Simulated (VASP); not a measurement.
S:

```
CELL_PARAMETERS angstrom
4.22643 0.00000 0.00000
0.00000 2.07572 0.00000
-1.40846 0.00000 6.28043
ATOMIC_POSITIONS crystal
S 0.00000 0.50000 0.50000
```

This cell differs from its parent crystal: O replaced by S, lengths x 1.355, strained.

Base run:

```yaml
Program: VASP 6.6.1
Functional: PBEsol
Potentials_or_basis: VASP PAW PBE potentials, release 64 (S)
Cutoff: 520 eV
k_mesh: 10 × 20 × 8
Occupations: gaussian, width 0.1 eV
Spin: no spin polarisation
```

Its results: band gap on the k mesh zero (band 3 reaches -0.61 eV, above the bottom of band 4 at -3.02 eV); pressure 0.0 GPa.

Problem. The run is repeated on the same cell with these changes: k mesh from 10 × 20 × 8 to 4 × 8 × 4; further incar settings from ALGO = Normal; EDIFF = 1e-06; NBANDS = 9 to ALGO = Normal; EDIFF = 1e-07; NBANDS = 9. What comes out?

Solution. Band gap on the k mesh zero (band 3 reaches -0.70 eV, above the bottom of band 4 at -2.20 eV); pressure -1.1 GPa.

Caveats: some runs use coarse meshes; the PAW data sets were made with another functional, which shifts forces and pressure a little.
